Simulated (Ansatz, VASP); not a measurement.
# NaCdCl3 in VASP and in Ansatz

```xyz
5
Lattice="5.1673 0.1033 0.0000 0.1033 5.1673 0.0000 0.0000 0.0000 5.1673" Properties=species:S:1:pos:R:3 pbc="T T T"
Na    0.0000    0.0000    0.0000
Cd    2.6353    2.6353    2.5837
Cl    2.6353    2.6353    0.0000
Cl    2.5837    0.0517    2.5837
Cl    0.0517    2.5837    2.5837
```

Change from the starting cell: shear_xy strain +4.0%.

Alike in both runs: task single point; functional r2SCAN; k mesh 6 × 6 × 6; no spin polarisation.

|  | VASP | Ansatz |
| --- | --- | --- |
| version | VASP 6.6.1 | Ansatz 0.2.0 |
| potentials or method | VASP PAW PBE potentials, release 64 (Na_pv, Cd, Cl) | plane waves, PAW |
| plane-wave cutoff (eV) | 520 | 500 |
| occupations | gaussian, width 0.01 eV | fixed |
| valence electrons in the cell | 40 | 50 |

```csv
,VASP,Ansatz,Ansatz less VASP
gap on the k mesh at the Fermi level (eV),2.55,2.57,+0.022
pressure (GPa),0.2,0.0,-0.14
"traceless stress, the component that is largest in VASP (GPa)",-0.35,-0.37,-0.013
```

VASP's potentials were made for PBE, not for r2SCAN. VASP's potentials hold 40 valence electrons a cell and Ansatz's 50, so a difference there can come from the potentials and not from the codes.
